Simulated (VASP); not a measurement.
# Mg4Au (P1) in VASP: relaxation of cell and atoms with PBE

Aim: the relaxation of cell and atoms of Mg4Au with PBE.

All numbers are computed with VASP 6.6.1; they aren't measurements. Logs are shortened: lines on timing, memory, paths and dates and some standing lists are left out, and cuts for length are marked.

## Step 1: The cell of the first run

The typed cell holds 10 atoms: a = 5.165 Å, b = 5.124 Å, c = 9.984 Å, α = 90.86°, β = 88.38°, γ = 90.05°.

## Step 2: Relaxation of cell and atoms, PBE

File INCAR:

```
PREC     = Accurate       # precision mode
ENCUT    = 600            # plane-wave cutoff, eV
EDIFF    = 1E-7           # SCF threshold, eV
ISMEAR   = 0              # smearing method
SIGMA    = 0.2            # smearing width, eV
LREAL    = False          # projectors in reciprocal space
LASPH    = True           # aspherical terms in the spheres
NELM     = 100            # most SCF steps
ALGO     = Fast           # electronic algorithm
ISIF     = 3              # what is computed and relaxed
LWAVE    = False          # write WAVECAR
LCHARG   = False          # write CHGCAR
GGA      = PE             # functional
IBRION   = 2              # ionic algorithm
NSW      = 80             # ionic steps
EDIFFG   = -0.025         # ionic threshold
```

File KPOINTS:

```
Automatic mesh
0
Gamma
  4 4 2
```

File POSCAR:

```
Mg4Au
1.0
    5.1647874177     -0.0021463368      0.0718791452
   -0.0021463368      5.1240756944     -0.0381510550
    0.1437582903     -0.0763021101      9.9826133555
Mg Au
8 2
Direct
    0.4925005497      0.0001642943      0.5009239305
    0.4963414421     -0.0071248962      0.9955312980
    0.9964116679      0.4877868635      0.4997519974
    1.0175262286      0.5003733841      0.9958452496
    0.9921204086     -0.0085598805      0.2512572294
    1.0029386965      0.0080659339      0.7474553327
    0.5053817672      0.5205210486      0.2550676171
    0.4959189259      0.4901486205      0.7508953752
    0.0035689114      0.0000384896      0.0039786682
    0.9972914020      0.0085861423      0.4992933021
```

Potentials or basis: VASP PAW PBE potentials, release 64 (Mg, Au).

Launch:

```sh
cat potpaw_PBE.64/Mg/POTCAR potpaw_PBE.64/Au/POTCAR > POTCAR
mpirun -np 1 vasp_std > vasp.out
```

OUTCAR:

```text
PREC = Accurate
   ENCUT = 600
   EDIFF = 1E-7
   ISMEAR = 0
   LREAL = False
   LASPH = True
   NELM = 100
   ISIF = 3
   GGA = PE
   IBRION = 2
   NSW = 80
   EDIFFG = -0.025

 ion  position               nearest neighbor table
   1  0.493  0.000  0.501-  10 2.56  10 2.61   7 3.45   6 3.48   8 3.51   5 3.54   3 3.58   3 3.61
                             5 3.64   8 3.64   7 3.65   6 3.66
   2  0.496  0.993  0.996-   9 2.54   9 2.62   8 3.52   4 3.53   6 3.55   8 3.56   7 3.57   4 3.59
                             5 3.60   6 3.61
   3  0.996  0.488  0.500-  10 2.46  10 2.67   6 3.51   5 3.53   7 3.54   8 3.55   7 3.58   1 3.58
                             1 3.61   5 3.61   6 3.61   8 3.65
   4  0.018  0.500  0.996-   9 2.56   9 2.57   8 3.43   6 3.51   2 3.53   5 3.56   2 3.59   6 3.62
                             7 3.65
   5  0.992  0.991  0.251-   9 2.47  10 2.48   7 3.48   3 3.53   1 3.54   4 3.56   7 3.59   2 3.60
                             3 3.61   1 3.64
   6  0.003  0.008  0.747-  10 2.48   9 2.56   1 3.48   4 3.51   3 3.51   8 3.55   2 3.55   8 3.60
                             2 3.61   3 3.61   4 3.62   1 3.66
   7  0.505  0.521  0.255-   1 3.45   5 3.48   3 3.54   2 3.57   3 3.58   5 3.59   4 3.65   1 3.65

   8  0.496  0.490  0.751-   4 3.43   1 3.51   2 3.52   6 3.55   3 3.55   2 3.56   6 3.60   1 3.64
                             3 3.65
   9  0.004  0.000  0.004-   5 2.47   2 2.54   4 2.56   6 2.56   4 2.57   2 2.62
  10  0.997  0.009  0.499-   3 2.46   5 2.48   6 2.48   1 2.56   1 2.61   3 2.67

  LATTYP: Found a triclinic cell.
 ALAT       =     9.9839399970
 B/A-ratio  =     0.5173596814
 C/A-ratio  =     0.5132460902
 COS(alpha) =     0.0009379467
 COS(beta)  =     0.0150925583
 COS(gamma) =     0.0283146907

  Lattice vectors:

 A1 = (  -0.1437582903,   0.0763021101,  -9.9826133555)
 A2 = (  -5.1647874177,   0.0021463368,  -0.0718791452)
 A3 = (  -0.0021463368,   5.1240756944,  -0.0381510550)

Analysis of symmetry for initial positions (statically):
=====================================================================
 Subroutine PRICEL returns:
 Original cell was already a primitive cell.

 Routine SETGRP: Setting up the symmetry group for a
 triclinic supercell.

 Subroutine GETGRP returns: Found  1 space group operations
 (whereof  1 operations were pure point group operations)
 out of a pool of  2 trial point group operations.

The static configuration has the point symmetry C_1 .

Analysis of symmetry for dynamics (positions and initial velocities):
=====================================================================
 Subroutine PRICEL returns:
 Original cell was already a primitive cell.

 Routine SETGRP: Setting up the symmetry group for a
 triclinic supercell.

 Subroutine GETGRP returns: Found  1 space group operations
 (whereof  1 operations were pure point group operations)
 out of a pool of  2 trial point group operations.

The dynamic configuration has the point symmetry C_1 .

 Subroutine INISYM returns: Found  1 space group operations
 (whereof  1 operations are pure point group operations),
 and found     1 'primitive' translations

----------------------------------------------------------------------------------------

                                     Primitive cell

  volume of cell :     264.1195

  direct lattice vectors                    reciprocal lattice vectors
     5.164787418 -0.002146337  0.071879145     0.193657643  0.000060357 -0.002788377
    -0.002146337  5.124075694 -0.038151055     0.000060357  0.195168274  0.001490900
     0.143758290 -0.076302110  9.982613355    -0.001394188  0.000745450  0.100199945

  length of vectors
     5.165288016  5.124218168  9.983939997     0.193677725  0.195173978  0.100212416

  position of ions in fractional coordinates (direct lattice)
     0.492500550  0.000164294  0.500923931
     0.496341442  0.992875104  0.995531298
     0.996411668  0.487786863  0.499751997
     0.017526229  0.500373384  0.995845250
     0.992120409  0.991440119  0.251257229
     0.002938697  0.008065934  0.747455333
     0.505381767  0.520521049  0.255067617
     0.495918926  0.490148621  0.750895375
     0.003568911  0.000038490  0.003978668
     0.997291402  0.008586142  0.499293302

  ion indices of the primitive-cell ions
   primitive index   ion index
                 1           1
                 2           2
                 3           3
                 4           4
                 5           5
                 6           6
                 7           7
                 8           8
                 9           9
                10          10

----------------------------------------------------------------------------------------

 KPOINTS: Automatic mesh

Automatic generation of k-mesh.
 Grid dimensions read from file:
 generate k-points for:    4    4    2

 Generating k-lattice:

  Cartesian coordinates                     Fractional coordinates (reciprocal lattice)
     0.048414411  0.000015089 -0.000697094     0.250000000  0.000000000  0.000000000
     0.000015089  0.048792068  0.000372725    -0.000000000  0.250000000 -0.000000000
    -0.000697094  0.000372725  0.050099972    -0.000000000 -0.000000000  0.500000000

  Length of vectors
     0.048419431  0.048793494  0.050106208

  Shift w.r.t. Gamma in fractional coordinates (k-lattice)
     0.000000000  0.000000000  0.000000000

 Subroutine IBZKPT returns following result:
 ===========================================

 Found     20 irreducible k-points:

 Following reciprocal coordinates:
            Coordinates               Weight
  0.000000  0.000000  0.000000      1.000000
  0.250000 -0.000000  0.000000      2.000000
  0.500000 -0.000000  0.000000      1.000000
 -0.000000  0.250000  0.000000      2.000000
  0.250000  0.250000  0.000000      2.000000
  0.500000  0.250000  0.000000      2.000000
[... 12 lines left out ...]
  0.250000  0.500000  0.500000      2.000000
  0.500000  0.500000  0.500000      1.000000
   k-points           NKPTS =     20   k-points in BZ     NKDIM =     20   number of bands    NBANDS=     25
   number of dos      NEDOS =    301   number of ions     NIONS =     10
   total plane-waves  NPLWV = 141120
   dimension x,y,z NGX =    42 NGY =   42 NGZ =   80
   dimension x,y,z NGXF=    84 NGYF=   84 NGZF=  160
   ions per type =               8   2
   NGX,Y,Z   is equivalent  to a cutoff of  13.52, 13.63, 13.32 a.u.
   NGXF,Y,Z  is equivalent  to a cutoff of  27.04, 27.25, 26.64 a.u.
 SYSTEM =  unknown system
   PREC   = accura    normal or accurate (medium, high low for compatibility)
   ISTART =      0    job   : 0-new  1-cont  2-samecut
   ICHARG =      2    charge: 1-file 2-atom 10-const
   ISPIN  =      1    spin polarized calculation?
   LNONCOLLINEAR =      F non collinear calculations
   LSORBIT =      F    spin-orbit coupling
   LASPH  =      T    aspherical Exc in radial PAW
   ENCUT  =  600.0 eV  44.10 Ry    6.64 a.u.  10.32 10.23 19.94*2*pi/ulx,y,z
   NELM   =    100;   NELMIN=  2; NELMDL= -5     # of ELM steps
   EDIFF  = 0.1E-06   stopping-criterion for ELM
   LREAL  =      F    real-space projection
   EDIFFG = -.3E-01   stopping-criterion for IOM
   NSW    =     80    number of steps for IOM
   IBRION =      2    ionic relax: 0-MD 1-quasi-New 2-CG
   NFREE  =      1    steps in history (QN), initial steepest desc. (CG)
   ISIF   =      3    stress and relaxation
   ISYM   =      2    0-nonsym 1-usesym 2-fastsym
   POTIM  = 0.5000    time-step for ionic-motion
   TEBEG  =    0.0;   TEEND  =   0.0 temperature during run
   PSTRESS=    0.0 pullay stress
   NELECT =      38.0000    total number of electrons
   NUPDOWN=      -1.0000    fix difference up-down
   EMIN   =  10.00;   EMAX   =-10.00  energy-range for DOS
   EFERMI =   0.00;   METHOD = LEGACY
   ISMEAR =     0;   SIGMA  =   0.20  broadening in eV -4-tet -1-fermi 0-gaus
   EFERMI_NEDOS =   21; number of points for ismear=-14 and -15
   IALGO  =     68    algorithm
   IMIX   =      4    mixing-type and parameters
     AMIX     =   0.40;   BMIX     =  1.00
     AMIX_MAG =   1.60;   BMIX_MAG =  1.00
  volume/ion in A,a.u.               =      26.41       178.24
  Fermi-wavevector in a.u.,A,eV,Ry     =   0.857833  1.621069 10.012212  0.735877
  Thomas-Fermi vector in A             =   1.974946
   LORBIT       =      0    0 simple, 1 ext, 2 COOP (PROOUT), +10 PAW based schemes
   GGA     = PE    functional components
   LHFCALC =     F    Hartree Fock is set to
   AEXX    =    0.0000 exact exchange contribution
   IVDW    =     0    specifies the selected vdW correction
   LEPSILON=     F    determine dielectric tensor
   LRPA    =     F    only Hartree local field effects (RPA)
 conjugate gradient relaxation of ions
 non-spin polarized calculation
 RMM-DIIS sequential band-by-band and
 Gauss-broadening in eV      SIGMA  =   0.20
  energy-cutoff  :      600.00
  volume of cell :      264.12
 maximum number of plane-waves:      8842
 NGX is ok and might be reduce to    42
   NGX = 21   NGY = 21   NGZ = 39

--------------------------------------- Ionic step        1  -------------------------------------------

 number of electron      38.0000000 magnetization

 Free energy of the ion-electron system (eV)
  ---------------------------------------------------
  ext. energy  EPLUGINS =         0.00000000
  ---------------------------------------------------
  free energy    TOTEN  =       -18.86094971 eV

  energy without entropy =      -18.77098587  energy(sigma->0) =      -18.81596779

------------------------ aborting loop because EDIFF is reached ----------------------------------------

  FORCE on cell =-STRESS in cart. coord.  units (eV):
  Direction    XX          YY          ZZ          XY          YZ          ZX
  --------------------------------------------------------------------------------------
  -------------------------------------------------------------------------------------
  Total       -0.9711142      0.5608861      4.2029078     -0.0335220      0.2352540     -0.3841780
  in kB       -5.8908838      3.4023955     25.4952932     -0.2033483      1.4270765     -2.3304652
  external PRESSURE =       7.6689350 kB  Pullay stress =       0.0000000 kB
[... 113 lines left out ...]
  FREE ENERGIE OF THE ION-ELECTRON SYSTEM (eV)
  ---------------------------------------------------
  free  energy   TOTEN  =       -18.9897764674 eV

  energy  without entropy=      -18.8941333911  energy(sigma->0) =      -18.94195493

[... ionic steps 4 to 15 ...]

--------------------------------------- Ionic step       16  -------------------------------------------

 number of electron      38.0000000 magnetization

------------------------ aborting loop because EDIFF is reached ----------------------------------------
[... 83 lines left out ...]
--------------------------------------- Ionic step       18  -------------------------------------------

 number of electron      38.0000001 magnetization

 Free energy of the ion-electron system (eV)
  ---------------------------------------------------
  ext. energy  EPLUGINS =         0.00000000
  ---------------------------------------------------
  free energy    TOTEN  =       -19.00948683 eV

  energy without entropy =      -18.91886663  energy(sigma->0) =      -18.96417673

 E-fermi :   2.5684     XC(G=0):  -8.3001

 val. band max:        2.4931239375   @ k =   0.5000   0.2500   0.5000
 cond. band min:       2.6688949103   @ k =   0.0000   0.0000   0.0000
 fundamental gap:      0.1757709728
 Fermi energy:         2.5683978306

 k-point     1 :       0.0000    0.0000    0.0000
  band No.  band energies     occupation
      1      -4.4545      2.00000
      2      -3.7613      2.00000
      3      -3.1724      2.00000
      4      -3.1703      2.00000
      5      -3.1485      2.00000
      6      -2.8342      2.00000
[... 586 lines left out ...]
  FREE ENERGIE OF THE ION-ELECTRON SYSTEM (eV)
  ---------------------------------------------------
  free  energy   TOTEN  =       -19.0094868306 eV

  energy  without entropy=      -18.9188666257  energy(sigma->0) =      -18.96417673

 reached required accuracy - stopping structural energy minimisation
```

Wall time 38 min (1 thread of Intel Xeon Platinum 8488C (Sapphire Rapids), shared host); peak memory 0.48 GiB.

Results:

```
Free energy                            : -19.0095 eV
Relaxed volume                         : 26.75 Å³/atom
Relaxed cell                           : a = 5.115 Å, b = 5.114 Å, c = 10.226 Å, α = 90.10°, β = 89.84°, γ = 90.02°
Space group after relaxing (to 0.05 Å) : P1 (No. 1)
Energy gained by relaxing              : 14.9 meV/atom
Ionic steps                            : 18
Pressure after relaxing                : 0.0 GPa
Largest force after relaxing           : 0.023 eV/Å
Band gap on the k mesh                 : zero (band 19 reaches 3.00 eV, above the bottom of band 20 at 1.59 eV)
```

Forces on the atoms (eV/Å):
```
Mg  -0.013  0.000 -0.008
Mg  -0.017 -0.001 -0.009
Mg   0.013 -0.015 -0.011
Mg   0.000  0.004 -0.005
Mg   0.008 -0.006  0.021
Mg   0.013  0.002 -0.009
Mg   0.011  0.013  0.001
Mg   0.003  0.001  0.007
Au  -0.009  0.003 -0.002
Au  -0.010 -0.002  0.015
```

The path:
```tsv
step	energy change (eV)	largest force (eV/Å)	pressure (GPa)	volume (Å³)
1	0.0000	1.0184	0.77	264.12
2	-0.1254	0.1636	-0.14	268.94
3	-0.1288	0.1351	-0.28	269.91
4	-0.1348	0.0885	-0.05	268.21
5	-0.1356	0.0880	0.07	267.37
6	-0.1377	0.0816	0.05	267.49
7	-0.1407	0.1400	-0.02	267.87
8	-0.1424	0.0965	-0.02	267.89
9	-0.1444	0.0556	-0.04	267.95
10	-0.1444	0.0592	-0.04	267.96
11	-0.1452	0.0369	-0.01	267.71
12	-0.1457	0.0296	0.05	267.32
13	-0.1462	0.0254	0.00	267.62
14	-0.1465	0.0580	-0.07	268.14
15	-0.1469	0.0525	-0.07	268.08
16	-0.1476	0.0432	-0.04	267.91
17	-0.1481	0.0460	0.00	267.57
18	-0.1485	0.0233	0.01	267.48
```

Final structure:
```
Mg Au
1.0
     5.11509   -0.00088    0.00812
    -0.00091    5.11361   -0.00509
     0.01222   -0.00855   10.22623
Mg Au
8 2
Direct
  0.49324 0.00365 0.50246
  0.49641 0.99632 0.99624
  0.00178 0.49680 0.50048
  0.01206 0.50175 0.99822
  0.99850 0.00360 0.25126
  0.00309 0.00086 0.75148
  0.50082 0.49778 0.24893
  0.50629 0.50117 0.74784
  0.99532 0.00201 0.00196
  0.99248 0.99605 0.50115
```

Caveat: spin-orbit coupling is left out, which moves the levels of the heavy elements.
